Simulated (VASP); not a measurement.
# Cu (Fm-3m) in VASP: a series of runs

Cu is run at these levels: PBEsol; tasks: electric field gradients.

All numbers are computed with VASP 6.6.1; they aren't measurements. Logs are shortened: lines on timing, memory, paths and dates and some standing lists are left out, and cuts for length are marked.

## 1. The cell of the first run

It takes space group Fm-3m (No. 225, cubic). Conventional cell: a = 3.542 Å, b = 3.542 Å, c = 3.542 Å, α = 90.00°, β = 90.00°, γ = 90.00°. Within 3.3 Å of Cu (site symmetry m-3m) lie 12 Cu at 2.50 Å.

## 2. Electric field gradients, PBEsol (volume scaled by 0.9405)

Input file INCAR:

```
ALGO = Normal
EDIFF = 1E-8
ENCUT = 520
GGA = PS
ISIF = 2
ISMEAR = -1
LASPH = True
LCHARG = False
LEFG = True
LREAL = False
LWAVE = False
NBANDS = 12
NELM = 100
PREC = Accurate
SIGMA = 0.08
```

Input file KPOINTS:

```
k-points
0
Gamma
  19 19 19
```

Input file POSCAR:

```
Cu
1.0
    0.0000000000      1.7709157724      1.7709157724
    1.7709157724      0.0000000000      1.7709157724
    1.7709157724      1.7709157724      0.0000000000
Cu
1
Direct
    0.0000000000      0.0000000000      0.0000000000
```

Potentials or basis: VASP PAW PBE potentials, release 64 (Cu).

On the command line:

```sh
cat potpaw_PBE.64/Cu/POTCAR > POTCAR
mpirun -np 1 vasp_std > vasp.out
```

OUTCAR:

```text
EDIFF = 1E-8
   ENCUT = 520
   GGA = PS
   ISIF = 2
   ISMEAR = -1
   LASPH = True
   LREAL = False
   NELM = 100
   PREC = Accurate

 ion  position               nearest neighbor table
   1  0.000  0.000  0.000-

  LATTYP: Found a face centered cubic cell.
 ALAT       =     3.5418315448

  Lattice vectors:

 A1 = (   0.0000000000,   1.7709157724,   1.7709157724)
 A2 = (   1.7709157724,   0.0000000000,   1.7709157724)
 A3 = (   1.7709157724,   1.7709157724,   0.0000000000)

Analysis of symmetry for initial positions (statically):
=====================================================================
 Subroutine PRICEL returns:
 Original cell was already a primitive cell.

 Routine SETGRP: Setting up the symmetry group for a
 face centered cubic supercell.

 Subroutine GETGRP returns: Found 48 space group operations
 (whereof 48 operations were pure point group operations)
 out of a pool of 48 trial point group operations.

The static configuration has the point symmetry O_h .

Analysis of symmetry for dynamics (positions and initial velocities):
=====================================================================
 Subroutine PRICEL returns:
 Original cell was already a primitive cell.

 Routine SETGRP: Setting up the symmetry group for a
 face centered cubic supercell.

 Subroutine GETGRP returns: Found 48 space group operations
 (whereof 48 operations were pure point group operations)
 out of a pool of 48 trial point group operations.

The dynamic configuration has the point symmetry O_h .

 Subroutine INISYM returns: Found 48 space group operations
 (whereof 48 operations are pure point group operations),
 and found     1 'primitive' translations

----------------------------------------------------------------------------------------

                                     Primitive cell

  volume of cell :      11.1077

  direct lattice vectors                    reciprocal lattice vectors
     0.000000000  1.770915772  1.770915772    -0.282339797  0.282339797  0.282339797
     1.770915772  0.000000000  1.770915772     0.282339797 -0.282339797  0.282339797
     1.770915772  1.770915772  0.000000000     0.282339797  0.282339797 -0.282339797

[... 116 lines left out ...]
   NGX =  9   NGY =  9   NGZ =  9

 number of electron      11.0000009 magnetization

 Free energy of the ion-electron system (eV)
  ---------------------------------------------------
  ext. energy  EPLUGINS =         0.00000000
  ---------------------------------------------------
  free energy    TOTEN  =        -4.30758945 eV

  energy without entropy =       -4.30078335  energy(sigma->0) =       -4.30418640

 E-fermi :   8.2277     XC(G=0): -13.2706

 val. band max:        8.2205476982   @ k =  -0.3684   0.1579   0.0526
 cond. band min:       8.2522524467   @ k =   0.4737   0.3684   0.0526
 fundamental gap:      0.0317047486
 Fermi energy:         8.2277452339

 k-point     1 :       0.0000    0.0000    0.0000
  band No.  band energies     occupation
      1      -1.6852      2.00000
      2       4.9550      2.00000
      3       4.9550      2.00000
      4       4.9550      2.00000
      5       5.8696      2.00000
      6       5.8696      2.00000
      7      31.2552      0.00000
      8      34.3509      0.00000
      9      34.3509      0.00000
     10      34.3509      0.00000
     11      36.8912      0.00000
     12      36.8912      0.00000
[... 331 lines left out ...]
 k-point    24 :      -0.2632    0.0526    0.0000
  band No.  band energies     occupation
      1       1.0937      2.00000
      2       4.6487      2.00000
      3       5.0926      2.00000
      4       5.1357      2.00000
      5       5.9259      2.00000
      6       6.1955      2.00000
      7      19.6854      0.00000
      8      28.7553      0.00000
      9      32.0035      0.00000
     10      33.4616      0.00000
     11      35.5693      0.00000
     12      37.0004      0.00000

 [... further k-points ...]
[... 5 lines left out ...]
  --------------------------------------------------------------------------------------
  -------------------------------------------------------------------------------------
  Total        0.2687236      0.2687236      0.2687236     -0.0000000      0.0000000     -0.0000000
  in kB       38.7607915     38.7607915     38.7607915     -0.0000000      0.0000000     -0.0000000
  external PRESSURE =      38.7607915 kB  Pullay stress =       0.0000000 kB

 VOLUME and BASIS-vectors are now :
 -----------------------------------------------------------------------------
  energy-cutoff  :      520.00
  volume of cell :       11.11
      direct lattice vectors                 reciprocal lattice vectors
     0.000000000  1.770915772  1.770915772    -0.282339797  0.282339797  0.282339797
     1.770915772  0.000000000  1.770915772     0.282339797 -0.282339797  0.282339797
     1.770915772  1.770915772  0.000000000     0.282339797  0.282339797 -0.282339797

 POSITION                                       TOTAL-FORCE (eV/Angst)
 -----------------------------------------------------------------------------------
      0.00000      0.00000      0.00000         0.000000      0.000000      0.000000
 -----------------------------------------------------------------------------------
    total drift:                               -0.000000     -0.000000     -0.000000

  FREE ENERGIE OF THE ION-ELECTRON SYSTEM (eV)
  ---------------------------------------------------
  free  energy   TOTEN  =        -4.3075894510 eV

  energy  without entropy=       -4.3007833512  energy(sigma->0) =       -4.30418640

 Electric field gradients (V/A^2)
---------------------------------------------------------------------
 ion       V_xx      V_yy      V_zz      V_xy      V_xz      V_yz
---------------------------------------------------------------------
   1      -0.000    -0.000    -0.000     0.002     0.002     0.002
---------------------------------------------------------------------

 Electric field gradients after diagonalization (V/A^2)
 (convention: |V_zz| > |V_xx| > |V_yy|)
----------------------------------------------------------------------
 ion       V_xx      V_yy      V_zz     asymmetry (V_yy - V_xx)/ V_zz
----------------------------------------------------------------------
   1      -0.002    -0.002     0.003       0.000
----------------------------------------------------------------------

           NMR quadrupolar parameters

 Cq : quadrupolar parameter    Cq=e*Q*V_zz/h
 eta: asymmetry parameters     (V_yy - V_xx)/ V_zz
 Q  : nuclear electric quadrupole moment in mb (millibarn)
----------------------------------------------------------------------
 ion       Cq(MHz)       eta       Q (mb)
----------------------------------------------------------------------
   1       0.000       0.000       1.000
----------------------------------------------------------------------
```

OSZICAR:

```text
N       E                     dE             d eps       ncg     rms          rms(c)
DAV:   1     0.415916952398E+02    0.41592E+02   -0.54289E+03  5916   0.155E+03
DAV:   2    -0.412464590468E+01   -0.45716E+02   -0.42336E+02  5452   0.205E+02
DAV:   3    -0.540882606126E+01   -0.12842E+01   -0.12768E+01  6116   0.395E+01
DAV:   4    -0.541624935121E+01   -0.74233E-02   -0.74223E-02  6036   0.267E+00
DAV:   5    -0.541631276719E+01   -0.63416E-04   -0.63415E-04  6220   0.250E-01    0.846E+00
DAV:   6    -0.471905451130E+01    0.69726E+00   -0.16622E+01  6268   0.785E+01    0.401E+00
DAV:   7    -0.432344264671E+01    0.39561E+00   -0.24623E+00  6312   0.300E+01    0.627E-01
DAV:   8    -0.430911600003E+01    0.14327E-01   -0.52900E-03  6048   0.949E-01    0.289E-01
DAV:   9    -0.430757935355E+01    0.15366E-02   -0.79607E-03  6672   0.153E+00    0.198E-02
DAV:  10    -0.430758854190E+01   -0.91884E-05   -0.26037E-05  6952   0.768E-02    0.615E-03
DAV:  11    -0.430758938984E+01   -0.84793E-06   -0.59796E-07  6568   0.143E-02    0.297E-04
DAV:  12    -0.430758941203E+01   -0.22187E-07   -0.91674E-09  4168   0.133E-03    0.912E-05
DAV:  13    -0.430758944666E+01   -0.34630E-07   -0.16880E-09  3620   0.598E-04    0.112E-05
DAV:  14    -0.430758945100E+01   -0.43467E-08   -0.22108E-10  3180   0.228E-04
   1 F= -.43075895E+01 E0= -.43041864E+01  d E =-.680610E-02
```

stdout:

```text
POSCAR found type information on POSCAR Cu
 POSCAR found :  1 types and       1 ions
 scaLAPACK will be used
 -----------------------------------------------------------------------------
|                                                                             |
|                                                                             |
|     You enforced a specific xc type in the INCAR file but a different       |
|     I HOPE YOU KNOW WHAT YOU ARE DOING!                                     |
|                                                                             |
 -----------------------------------------------------------------------------

 LDA part: xc-table for (Slater+PW92), standard interpolation
 POSCAR, INCAR and KPOINTS ok, starting setup
 FFT: planning ... GRIDC
 FFT: planning ... GRID_SOFT
 FFT: planning ... GRID
 WAVECAR not read
 entering main loop
ion   1
```

Run time: 24 s. Hardware: 1 thread of AMD EPYC 7R13 (Zen 3), shared host; peak memory 0.11 GiB.

Results:

| Property | Result |
| --- | --- |
| Free energy | -4.3076 eV |
| Pressure | 3.9 GPa |

Caveat: without QUAD_EFG the Cq values of the log hold for a quadrupole moment of 1 mb, not for the nuclei; the PAW data sets were made with another functional, which shifts forces and pressure a little.

## 3. Electric field gradients, PBEsol (volume scaled by 0.9405)

Input file INCAR:

```
SYSTEM = Cu
ALGO = Normal
EDIFF = 1E-8
ENCUT = 520
GGA = PS
ISIF = 2
ISMEAR = -1
LASPH = .TRUE.
LCHARG = .FALSE.
LEFG = .TRUE.
LREAL = .FALSE.
LWAVE = .FALSE.
NBANDS = 12
NELM = 60
PREC = Accurate
SIGMA = 0.08
```

Input file KPOINTS:

```
k-points
0
G
  19 19 19
  0 0 0
```

POSCAR is that of step 2.

Potentials or basis: VASP PAW PBE potentials, release 64 (Cu).

On the command line:

```sh
cat potpaw_PBE.64/Cu/POTCAR > POTCAR
mpirun -np 1 vasp_std > vasp.out
```

OUTCAR:

```text
SYSTEM = Cu
   EDIFF = 1E-8
   ENCUT = 520
   GGA = PS
   ISIF = 2
   ISMEAR = -1
   LASPH = .TRUE.
   LREAL = .FALSE.
   NELM = 60
   PREC = Accurate

 ion  position               nearest neighbor table
   1  0.000  0.000  0.000-

  LATTYP: Found a face centered cubic cell.
 ALAT       =     3.5418315448

  Lattice vectors:

 A1 = (   0.0000000000,   1.7709157724,   1.7709157724)
 A2 = (   1.7709157724,   0.0000000000,   1.7709157724)
 A3 = (   1.7709157724,   1.7709157724,   0.0000000000)

Analysis of symmetry for initial positions (statically):
=====================================================================
 Subroutine PRICEL returns:
 Original cell was already a primitive cell.

 Routine SETGRP: Setting up the symmetry group for a
 face centered cubic supercell.

[... 540 lines left out ...]
  external PRESSURE =      38.7607915 kB  Pullay stress =       0.0000000 kB

 VOLUME and BASIS-vectors are now :
 -----------------------------------------------------------------------------
  energy-cutoff  :      520.00
  volume of cell :       11.11
      direct lattice vectors                 reciprocal lattice vectors
     0.000000000  1.770915772  1.770915772    -0.282339797  0.282339797  0.282339797
     1.770915772  0.000000000  1.770915772     0.282339797 -0.282339797  0.282339797
     1.770915772  1.770915772  0.000000000     0.282339797  0.282339797 -0.282339797

 POSITION                                       TOTAL-FORCE (eV/Angst)
 -----------------------------------------------------------------------------------
      0.00000      0.00000      0.00000         0.000000      0.000000      0.000000
 -----------------------------------------------------------------------------------
    total drift:                               -0.000000     -0.000000     -0.000000

  FREE ENERGIE OF THE ION-ELECTRON SYSTEM (eV)
  ---------------------------------------------------
  free  energy   TOTEN  =        -4.3075894510 eV

  energy  without entropy=       -4.3007833512  energy(sigma->0) =       -4.30418640

 Electric field gradients (V/A^2)
---------------------------------------------------------------------
 ion       V_xx      V_yy      V_zz      V_xy      V_xz      V_yz
---------------------------------------------------------------------
   1      -0.000    -0.000    -0.000     0.002     0.002     0.002
---------------------------------------------------------------------

 Electric field gradients after diagonalization (V/A^2)
 (convention: |V_zz| > |V_xx| > |V_yy|)
----------------------------------------------------------------------
 ion       V_xx      V_yy      V_zz     asymmetry (V_yy - V_xx)/ V_zz
----------------------------------------------------------------------
   1      -0.002    -0.002     0.003       0.000
----------------------------------------------------------------------

           NMR quadrupolar parameters

 Cq : quadrupolar parameter    Cq=e*Q*V_zz/h
 eta: asymmetry parameters     (V_yy - V_xx)/ V_zz
 Q  : nuclear electric quadrupole moment in mb (millibarn)
----------------------------------------------------------------------
 ion       Cq(MHz)       eta       Q (mb)
----------------------------------------------------------------------
   1       0.000       0.000       1.000
----------------------------------------------------------------------
```

OSZICAR:

```text
N       E                     dE             d eps       ncg     rms          rms(c)
DAV:   1     0.415916952398E+02    0.41592E+02   -0.54289E+03  5916   0.155E+03
DAV:   2    -0.412464590468E+01   -0.45716E+02   -0.42336E+02  5452   0.205E+02
DAV:   3    -0.540882606126E+01   -0.12842E+01   -0.12768E+01  6116   0.395E+01
DAV:   4    -0.541624935121E+01   -0.74233E-02   -0.74223E-02  6036   0.267E+00
DAV:   5    -0.541631276719E+01   -0.63416E-04   -0.63415E-04  6220   0.250E-01    0.846E+00
DAV:   6    -0.471905451130E+01    0.69726E+00   -0.16622E+01  6268   0.785E+01    0.401E+00
DAV:   7    -0.432344264671E+01    0.39561E+00   -0.24623E+00  6312   0.300E+01    0.627E-01
DAV:   8    -0.430911600003E+01    0.14327E-01   -0.52900E-03  6048   0.949E-01    0.289E-01
DAV:   9    -0.430757935355E+01    0.15366E-02   -0.79607E-03  6672   0.153E+00    0.198E-02
DAV:  10    -0.430758854190E+01   -0.91884E-05   -0.26037E-05  6952   0.768E-02    0.615E-03
DAV:  11    -0.430758938984E+01   -0.84793E-06   -0.59796E-07  6568   0.143E-02    0.297E-04
DAV:  12    -0.430758941203E+01   -0.22187E-07   -0.91674E-09  4168   0.133E-03    0.912E-05
DAV:  13    -0.430758944666E+01   -0.34630E-07   -0.16880E-09  3620   0.598E-04    0.112E-05
DAV:  14    -0.430758945100E+01   -0.43467E-08   -0.22108E-10  3180   0.228E-04
   1 F= -.43075895E+01 E0= -.43041864E+01  d E =-.680610E-02
```

stdout:

```text
POSCAR found type information on POSCAR Cu
 POSCAR found :  1 types and       1 ions
 scaLAPACK will be used
 -----------------------------------------------------------------------------
|                                                                             |
|                                                                             |
|     You enforced a specific xc type in the INCAR file but a different       |
|     I HOPE YOU KNOW WHAT YOU ARE DOING!                                     |
|                                                                             |
 -----------------------------------------------------------------------------

 LDA part: xc-table for (Slater+PW92), standard interpolation
 POSCAR, INCAR and KPOINTS ok, starting setup
 FFT: planning ... GRIDC
 FFT: planning ... GRID_SOFT
 FFT: planning ... GRID
 WAVECAR not read
 entering main loop
ion   1
```

Wall time 24 s (1 thread of AMD EPYC 7R13 (Zen 3), shared host); peak memory 0.11 GiB.

Results:

| Item | Value |
| --- | --- |
| Free energy | -4.3076 eV |
| Pressure | 3.9 GPa |

Caveat: without QUAD_EFG the Cq values of the log hold for a quadrupole moment of 1 mb, not for the nuclei; the PAW data sets were made with another functional, which shifts forces and pressure a little.
